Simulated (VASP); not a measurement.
# B2W: single point with LDA

The system is B2W.

```
B W
1.0
     2.99973    0.00000    0.00000
    -1.49987    2.59784    0.00000
     0.00000    0.00000    3.02953
B W
2 1
Direct
  0.33333 0.66667 0.50000
  0.66667 0.33333 0.50000
  0.00000 0.00000 0.00000
```

This cell differs from its parent crystal: volume scaled by 0.98.

```
Program                : VASP 6.6.1
Task                   : single point
Functional             : LDA
Potentials or basis    : VASP PAW LDA potentials, release 64 (B, W_sv)
Cutoff                 : 520 eV
k mesh                 : 14 × 14 × 12
Occupations            : fermi-dirac, width 0.05 eV
Spin                   : no spin polarisation
Dipole correction      : no
Further INCAR settings : ALGO = Normal; EDIFF = 1e-07; NBANDS = 17
```

| Property | Result |
| --- | --- |
| Pressure | 33.9 GPa |
| Band gap on the k mesh | zero (band 10 reaches 16.09 eV, above the bottom of band 11 at 11.19 eV) |

Stress tensor (GPa, compression positive):
```
28.13  0.00  0.00
 0.00 28.13  0.00
 0.00  0.00 45.37
```

Levels at points of the mesh, in eV from the Fermi level:
```tsv
k point	band 7	band 8	band 9	band 10	band 11	band 12	band 13	band 14
(0.00, 0.00, 0.00)	-6.42	-6.35	-3.75	0.38	0.38	3.40	3.40	3.53
(0.50, 0.00, 0.00)	-6.57	-6.55	-5.58	-0.66	1.46	1.48	2.36	5.86
(0.00, 0.00, 0.50)	-3.80	-3.80	-3.06	-3.06	-2.78	-2.78	0.79	3.28
(0.50, 0.00, 0.50)	-8.33	-8.18	-5.04	2.12	2.17	3.40	5.38	5.55
```

Run time: 29 s on 1 thread of AMD EPYC 9R45 96-Core Processor (Zen 5), with other jobs on the host, peak memory 0.15 GiB.

Caveat: spin-orbit coupling is left out, which moves the levels of the heavy elements.
